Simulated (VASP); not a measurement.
# AlN (P6_3mc) in VASP: notebook, part 2 of 3

VASP 6.6.1.

### 3 Single point, PBE (engineering shear strain xz +0.0000, normal strain along z -0.0200)

Contents of INCAR:

```
SYSTEM = AlN
  PREC = Accurate
  ENCUT = 520
  EDIFF = 1E-7
  ISMEAR = 0
  SIGMA = 0.05
  LREAL = .FALSE.
  LASPH = .TRUE.
  NELM = 60
  ALGO = Normal
  ISIF = 2
  LWAVE = .FALSE.
  LCHARG = .TRUE.
  GGA = PE
  LELF = .TRUE.
  LVHAR = .TRUE.
  NBANDS = 16
```

Contents of KPOINTS:

```
Automatic mesh
0
G
  9 9 6
  0 0 0
```

Contents of POSCAR:

```
AlN
1.0
    3.1298889828      0.0000000000      0.0000000000
   -1.5649444914      2.7105633702      0.0000000000
    0.0000000000      0.0000000000      4.9166171702
Al N
2 2
Direct
    0.3333333333      0.6666666667     -0.0002792816
    0.6666666667      0.3333333333      0.4997207184
    0.3333333333      0.6666666667      0.3852792816
    0.6666666667      0.3333333333      0.8852792816
```

Potentials or basis: VASP PAW PBE potentials, release 64 (Al, N).

Command:

```
$ cat potpaw_PBE.64/Al/POTCAR potpaw_PBE.64/N/POTCAR > POTCAR
$ mpirun -np 1 vasp_std > vasp.out
```

OUTCAR:

```text
SYSTEM = AlN
   PREC = Accurate
   ENCUT = 520
   EDIFF = 1E-7
   ISMEAR = 0
   LREAL = .FALSE.
   LASPH = .TRUE.
   NELM = 60
   ISIF = 2
   GGA = PE

 ion  position               nearest neighbor table
   1  0.333  0.667  1.000-   4 1.89   4 1.89   4 1.89   3 1.90   2 3.05   2 3.05   2 3.05   2 3.05
                             2 3.05   2 3.05
   2  0.667  0.333  0.500-   3 1.89   3 1.89   3 1.89   4 1.90   1 3.05   1 3.05   1 3.05   1 3.05
                             1 3.05   1 3.05
   3  0.333  0.667  0.385-   2 1.89   2 1.89   2 1.89   1 1.90
   4  0.667  0.333  0.885-   1 1.89   1 1.89   1 1.89   2 1.90

  LATTYP: Found a hexagonal cell.
 ALAT       =     3.1298889828
 C/A-ratio  =     1.5708599242

  Lattice vectors:

 A1 = (   3.1298889828,   0.0000000000,   0.0000000000)
 A2 = (  -1.5649444914,   2.7105633702,   0.0000000000)
 A3 = (   0.0000000000,   0.0000000000,   4.9166171702)

Analysis of symmetry for initial positions (statically):
=====================================================================
 Subroutine PRICEL returns:
 Original cell was already a primitive cell.

 Routine SETGRP: Setting up the symmetry group for a
 hexagonal supercell.

 Subroutine GETGRP returns: Found 12 space group operations
 (whereof  6 operations were pure point group operations)
 out of a pool of 24 trial point group operations.

The static configuration has the point symmetry C_3v.
 The point group associated with its full space group is C_6v.

Analysis of symmetry for dynamics (positions and initial velocities):
=====================================================================
 Subroutine PRICEL returns:
 Original cell was already a primitive cell.

 Routine SETGRP: Setting up the symmetry group for a
 hexagonal supercell.

 Subroutine GETGRP returns: Found 12 space group operations
 (whereof  6 operations were pure point group operations)
 out of a pool of 24 trial point group operations.

The dynamic configuration has the point symmetry C_3v.
 The point group associated with its full space group is C_6v.

 Subroutine INISYM returns: Found 12 space group operations
[... 121 lines left out ...]
     AMIX_MAG =   1.60;   BMIX_MAG =  1.00
  volume/ion in A,a.u.               =      10.43        70.37
  Fermi-wavevector in a.u.,A,eV,Ry     =   1.189497  2.247823 19.250912  1.414902
  Thomas-Fermi vector in A             =   2.325603
   LORBIT       =      0    0 simple, 1 ext, 2 COOP (PROOUT), +10 PAW based schemes
   GGA     = PE    functional components
   LHFCALC =     F    Hartree Fock is set to
   AEXX    =    0.0000 exact exchange contribution
   IVDW    =     0    specifies the selected vdW correction
   LEPSILON=     F    determine dielectric tensor
   LRPA    =     F    only Hartree local field effects (RPA)
 non-spin polarized calculation
 Gauss-broadening in eV      SIGMA  =   0.05
  energy-cutoff  :      520.00
  volume of cell :       41.71
 maximum number of plane-waves:      1140
 NGX is ok and might be reduce to    24
   NGX = 11   NGY = 11   NGZ = 19

 number of electron      15.9999999 magnetization

 Free energy of the ion-electron system (eV)
  ---------------------------------------------------
  ext. energy  EPLUGINS =         0.00000000
  ---------------------------------------------------
  free energy    TOTEN  =       -29.76194978 eV

  energy without entropy =      -29.76194978  energy(sigma->0) =      -29.76194978

 E-fermi :   6.5070     XC(G=0): -10.9160

 val. band max:        6.2902669278   @ k =   0.0000   0.0000   0.0000
 cond. band min:      10.4016484233   @ k =   0.0000   0.0000   0.0000
 fundamental gap:      4.1113814955
 Fermi energy:         6.5069710996

 k-point     1 :       0.0000    0.0000    0.0000
  band No.  band energies     occupation
      1      -9.0300      2.00000
      2      -6.7981      2.00000
      3       0.2409      2.00000
      4       5.2035      2.00000
      5       5.2035      2.00000
      6       5.9099      2.00000
[... 433 lines left out ...]
      3       1.4287      2.00000
      4       1.9752      2.00000
      5       1.9752      2.00000
      6       3.5240      2.00000
[... 8 lines left out ...]
     15      19.1385      0.00000
     16      21.1709      0.00000

 [... further k-points ...]
[... 5 lines left out ...]
  --------------------------------------------------------------------------------------
  -------------------------------------------------------------------------------------
  Total        0.5008243      0.5008243      1.8237585      0.0000000      0.0000000     -0.0000000
  in kB       19.2371663     19.2371663     70.0524017      0.0000000      0.0000000     -0.0000000
  external PRESSURE =      36.1755781 kB  Pullay stress =       0.0000000 kB

 VOLUME and BASIS-vectors are now :
 -----------------------------------------------------------------------------
  energy-cutoff  :      520.00
  volume of cell :       41.71
      direct lattice vectors                 reciprocal lattice vectors
     3.129888983  0.000000000  0.000000000     0.319500150  0.184463498  0.000000000
    -1.564944491  2.710563370  0.000000000     0.000000000  0.368926995  0.000000000
     0.000000000  0.000000000  4.916617170     0.000000000  0.000000000  0.203391878

 POSITION                                       TOTAL-FORCE (eV/Angst)
 -----------------------------------------------------------------------------------
     -0.00000      1.80704      4.91524         0.000000      0.000000     -0.008708
      1.56494      0.90352      2.45694        -0.000000      0.000000     -0.008708
     -0.00000      1.80704      1.89427        -0.000000      0.000000      0.008708
      1.56494      0.90352      4.35258         0.000000      0.000000      0.008708
 -----------------------------------------------------------------------------------
    total drift:                               -0.000000      0.000000      0.001235

  FREE ENERGIE OF THE ION-ELECTRON SYSTEM (eV)
  ---------------------------------------------------
  free  energy   TOTEN  =       -29.7619497773 eV

  energy  without entropy=      -29.7619497773  energy(sigma->0) =      -29.76194978
```

stdout:

```text
POSCAR found type information on POSCAR AlN
 POSCAR found :  2 types and       4 ions
 scaLAPACK will be used
 LDA part: xc-table for (Slater+PW92), standard interpolation
 POSCAR, INCAR and KPOINTS ok, starting setup
 FFT: planning ... GRIDC
 FFT: planning ... GRID_SOFT
 FFT: planning ... GRID
 WAVECAR not read
 entering main loop
```

Wall time 12 s (1 thread of Intel Xeon Platinum 8481C at 2.70GHz (Sapphire Rapids), shared host); peak memory 0.16 GiB.

What came out:

```
Free energy            : -29.7619 eV
Pressure               : 3.6 GPa
Largest force          : 0.009 eV/Å
Band gap on the k mesh : 4.11 eV, direct
```

Forces on the atoms (eV/Å):
```
Al   0.000  0.000 -0.009
Al   0.000  0.000 -0.009
N    0.000  0.000  0.009
N    0.000  0.000  0.009
```

Caveat: the cell differs from its parent crystal (engineering shear strain xz +0.0000, normal strain along z -0.0200). A k mesh can miss the band edges.

(Continued in part 3 of 3.)
